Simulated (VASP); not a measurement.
Here is a VASP 6.6.1 calculation.

The input INCAR:

```
  PREC = Accurate
  ENCUT = 520
  EDIFF = 1E-7
  ISMEAR = 0
  SIGMA = 0.05
  LREAL = F
  LASPH = T
  NELM = 100
  ALGO = Normal
  ISIF = 2
  LWAVE = F
  LCHARG = T
  GGA = PS
  LVHAR = T
  NBANDS = 66
  KPAR = 4
```

The input KPOINTS:

```
Automatic mesh
0
Gamma
  6 6 6
```

Contents of POSCAR:

```
InGa2N3
1.0
    4.9527932789     -2.8571422576      0.0000609557
    4.9525723419      2.8567592143      0.0000212540
    0.0000442799     -0.0000370742      5.3363590005
In Ga N
2 4 6
Direct
    0.3251844531      0.6748037375      0.9897463707
    0.6748311988      0.3251795851      0.4897339916
    0.0070777407      0.3338613979      0.9926325315
    0.6661326475      0.9929131156      0.9926322272
    0.9929152661      0.6661449473      0.4926440829
    0.3338545832      0.0070914733      0.4926362806
    0.0264205333      0.3336213415      0.3589729665
    0.6663682166      0.9735702628      0.3589699674
    0.9735772668      0.6663815565      0.8589663173
    0.3336345729      0.0264303581      0.8589740525
    0.3078721110      0.6921175330      0.3950431604
    0.6921314100      0.3078846914      0.8950500513
```

Potentials or basis: VASP PAW PBE potentials, release 64 (In_d, Ga_d, N).

Launch:

```console
$ cat potpaw_PBE.64/In_d/POTCAR potpaw_PBE.64/Ga_d/POTCAR potpaw_PBE.64/N/POTCAR > POTCAR
$ mpirun -np 4 vasp_std > vasp.out
```

Problem. Estimate the largest force.

Solution. 0.035 eV/Å.

Problem. What does it give for the pressure?

Solution. -0.1 GPa.

Problem. Predict the band gap on the k mesh.

Solution. 1.00 eV.

Forces in eV/Å, atoms in the order of the input:
```
In   0.000 -0.009  0.001
In  -0.001  0.011  0.002
Ga  -0.008  0.006  0.000
Ga   0.009  0.006  0.000
Ga   0.008 -0.007 -0.001
Ga  -0.008 -0.007  0.000
N    0.029 -0.012 -0.011
N   -0.029 -0.012 -0.011
N   -0.029  0.012 -0.010
N    0.028  0.012 -0.011
N    0.000  0.028  0.021
N   -0.001 -0.028  0.020
```

Caveat: the PAW data sets were made with another functional, which shifts forces and pressure a little; spin-orbit coupling is left out, which moves the levels of the heavy elements.
